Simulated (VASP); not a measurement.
Write the native input for VASP 6.6.1 that does the following.

```
Task                   : single point
Functional             : PBE
Potentials or basis    : VASP PAW PBE potentials, release 64 (C)
Cutoff                 : 520 eV
k mesh                 : 2 × 2 × 1
Occupations            : fermi-dirac, width 0.02 eV
Spin                   : collinear spin
Starting moments       : [0.0, 0.0, 0.0, 0.0, 0.0, 0.0, 0.0, 0.0, 0.0, 0.0, 0.0, 0.0, 0.0, 0.0, 0.0, 0.0, 0.0, 0.0, 1.0] μB
Dipole correction      : no
Further INCAR settings : LREAL = Auto; ALGO = Normal; EDIFF = 1e-06; NBANDS = 57
```

The structure of C lies in POSCAR:

```
C
1.0
    7.3980000000      0.0000000000      0.0000000000
   -3.6990000000      6.4068560000      0.0000000000
    0.0000000000      0.0000000000     13.0000000000
C
19
Direct
   -0.0004758191     -0.0033780419      0.0694027312
    0.2214404410      0.1069313096      0.0693794171
   -0.0001732807      0.3288437238      0.0749865544
    0.2224256861      0.4398493767      0.0711226802
   -0.0014545498      0.6637068721      0.0711398362
    0.2211629408      0.7747587988      0.0749980024
    0.3278114483     -0.0057036889      0.0773843499
    0.5503530111      0.1118691008      0.1016115510
    0.3323307056      0.3299299149      0.0704124990
    0.5553190916      0.4408052235      0.0694617396
    0.3334688461      0.6624554786      0.0749906856
    0.5530255260      0.7691190399      0.0773837635
    0.6706304307     -0.0083039324      0.1015796367
    0.8931656946      0.1092602372      0.0774035024
    0.6679471129      0.3344369828      0.0774632515
    0.8875398490      0.4411012096      0.0750209844
    0.6656345032      0.6627348732      0.0694403114
    0.8886318929      0.7736234828      0.0704122563
    0.6106060696      1.0518256390      0.2025605470
```

One way to write it, as run:

INCAR

```
SYSTEM = C
ALGO = Normal ; EDIFF = 1E-6
ENCUT = 520 ; GGA = PE
ISIF = 2 ; ISMEAR = -1
ISPIN = 2 ; LASPH = .TRUE.
LCHARG = .FALSE. ; LORBIT = 11
LREAL = Auto ; LWAVE = .FALSE.
MAGMOM = 0 0 0 0 0 0 0 0 0 0 0 0 0 0 0 0 0 0 1 ; NBANDS = 57
NELM = 150 ; PREC = Accurate
SIGMA = 0.02
```

KPOINTS

```
k-points
0
G
  2 2 1
  0 0 0
```

Potentials or basis: VASP PAW PBE potentials, release 64 (C).

Launch:

```bash
$ cat potpaw_PBE.64/C/POTCAR > POTCAR
$ mpirun -np 1 vasp_std > vasp.out
```

It gave:

```json
{
 "Largest force": "0.098 eV/Å",
 "Net moment": "0.50 μB per cell",
 "Site moments": "C +0.01, -0.00, -0.01, +0.00, +0.17 (each value once) μB",
 "Valence electrons inside the program's atomic spheres": "C 2.65, 2.64, 2.66, 2.28 (each value once)"
}
```

Caveat: the k points lie up to 0.49 Å⁻¹ apart; there is no dipole correction, which matters where the two faces differ.

It took 13 min on 1 thread of Intel(R) Xeon(R) Platinum 8259CL CPU @ 2.50GHz (Skylake/Cascade Lake), with other jobs on the host, peak memory 0.91 GiB.
